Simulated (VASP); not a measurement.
## GaAs: single point with LDA

The system is GaAs.

```
Ga As
1.0
     0.00000    2.74204    2.82685
     2.74204    0.00000    2.82685
     2.74204    2.74204    0.00000
Ga As
1 1
Direct
  0.00000 0.00000 0.00000
  0.75000 0.75000 0.75000
```

This cell differs from its parent crystal: equal xx and yy strain of -3 %.

```
Program             : VASP 6.6.1
Task                : single point
Functional          : LDA
Potentials or basis : VASP PAW LDA potentials, release 64 (Ga_d, As)
Cutoff              : 520 eV
k mesh              : 11 × 11 × 11
Occupations         : fermi-dirac, width 0.05 eV
Spin                : no spin polarisation
```

- Pressure: 3.1 GPa
- Band gap on the k mesh: 0.73 eV

Stress tensor (GPa, compression positive):
```
3.78 0.00 0.00
0.00 3.78 0.00
0.00 0.00 1.71
```

Levels at points of the mesh, in eV from the valence-band top:
```
           k point  band 5  band 6  band 7  band 8  band 9  band 10  band 11  band 12  band 13  band 14
(0.00, 0.00, 0.00)  -15.02  -13.28   -0.19    0.00    0.00     0.73     3.60     3.60     3.68     7.48
```

Run time: 75 s on 1 thread of Intel(R) Xeon(R) 6975P-C (Granite Rapids), on a shared host, peak memory 0.22 GiB.

Caveat: the cell differs from its parent crystal (equal xx and yy strain of -3 %); the cell stands under pressure; an odd mesh through Γ misses points on the zone boundary, where band edges can lie.
